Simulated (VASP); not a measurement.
Crystal: Br.

```
CELL_PARAMETERS angstrom
3.36325 -2.32255 0.00000
3.36325 2.32255 0.00000
0.00000 0.00000 8.70230
ATOMIC_POSITIONS crystal
Br 0.36510 0.63490 0.39010
Br 0.13490 0.86510 0.89010
Br 0.63490 0.36510 0.60990
Br 0.86510 0.13490 0.10990
```

```yaml
Program: VASP 6.6.1
Task: relaxation of cell and atoms
Functional: PBE
Potentials_or_basis: VASP PAW PBE potentials, release 64 (Br)
Cutoff: 600 eV
k_mesh: 7 × 7 × 3
Occupations: fermi-dirac, width 0.05 eV
Spin: no spin polarisation
```

At the start: pressure 1.8 GPa; volume 33.99 Å³/atom.

Q: Where does the relaxation end?

A: Over 13 steps the energy falls by 48.6 meV/atom and the volume is 39.11 Å³/atom (+15.1 %); space group Cmce (No. 64, to 0.05 Å).

Step by step:
| step | energy change (eV) | largest force (eV/Å) | pressure (GPa) | volume (Å³) |
| --- | --- | --- | --- | --- |
| 1 | 0.0000 | 0.8819 | 1.85 | 135.95 |
| 2 | 0.0059 | 0.6127 | -1.63 | 143.79 |
| 3 | -0.0571 | 0.0994 | -0.03 | 139.55 |
| 4 | -0.0745 | 0.0930 | -0.05 | 140.09 |
| 5 | -0.1181 | 0.0770 | 0.00 | 141.56 |
| 6 | -0.1593 | 0.1070 | 0.44 | 143.97 |
| 7 | -0.1560 | 0.3652 | -0.71 | 149.72 |
| 8 | -0.1654 | 0.1543 | -0.10 | 146.46 |
| 9 | -0.1794 | 0.1228 | -0.12 | 149.47 |
| 10 | -0.1940 | 0.0514 | -0.10 | 156.11 |
| 11 | -0.1941 | 0.0457 | -0.10 | 156.81 |
| 12 | -0.1874 | 0.2119 | 0.59 | 154.66 |
| 13 | -0.1945 | 0.0047 | 0.02 | 156.43 |

Final structure:
```
Br
1.0
     4.21596   -2.13055    0.00000
     4.21596    2.13055    0.00000
     0.00000    0.00000    8.70764
Br
4
Direct
  0.35743 0.64257 0.38165
  0.14257 0.85743 0.88165
  0.64257 0.35743 0.61835
  0.85743 0.14257 0.11835
```

Caveat: the volume moved by over 15 % at a fixed basis, so the end points are rough; the volume moved by +15 % from the deposited cell, more than functionals usually miss.
